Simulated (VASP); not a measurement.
Set up this calculation in VASP 6.6.1, as the native input.

```
Task                   : single point
Functional             : PBE
Potentials or basis    : VASP PAW PBE potentials, release 64 (Sr_sv)
Cutoff                 : 520 eV
k mesh                 : 10 × 10 × 10
Occupations            : gaussian, width 0.05 eV
Spin                   : no spin polarisation
Dipole correction      : no
Further INCAR settings : ALGO = Fast; EDIFF = 1e-06; NBANDS = 11
```

The structure of Sr lies in POSCAR:

```
Sr
1.0
    0.0000000000      3.0115487189      3.0115487189
    3.0115487189      0.0000000000      3.0115487189
    3.0115487189      3.0115487189      0.0000000000
Sr
1
Direct
    0.0000000000      0.0000000000      0.0000000000
```

The input as run:

INCAR

```
ALGO = Fast
EDIFF = 1E-6
ENCUT = 520
GGA = PE
ISIF = 2
ISMEAR = 0
LASPH = True
LCHARG = False
LREAL = False
LWAVE = False
NBANDS = 11
NELM = 60
PREC = Accurate
SIGMA = 0.05
```

KPOINTS

```
k-points
0
Gamma
  10 10 10
```

Potentials or basis: VASP PAW PBE potentials, release 64 (Sr_sv).

Command:

```console
$ cat potpaw_PBE.64/Sr_sv/POTCAR > POTCAR
$ mpirun -np 1 vasp_std > vasp.out
```

It gave:

```
Pressure               : 0.0 GPa
Band gap on the k mesh : zero (bands 5 and 6 overlap by 0.04 eV)
```

Run time: 17 s on 1 thread of Intel(R) Xeon(R) Platinum 8488C (Sapphire Rapids), with other jobs on the host, peak memory 0.18 GiB.
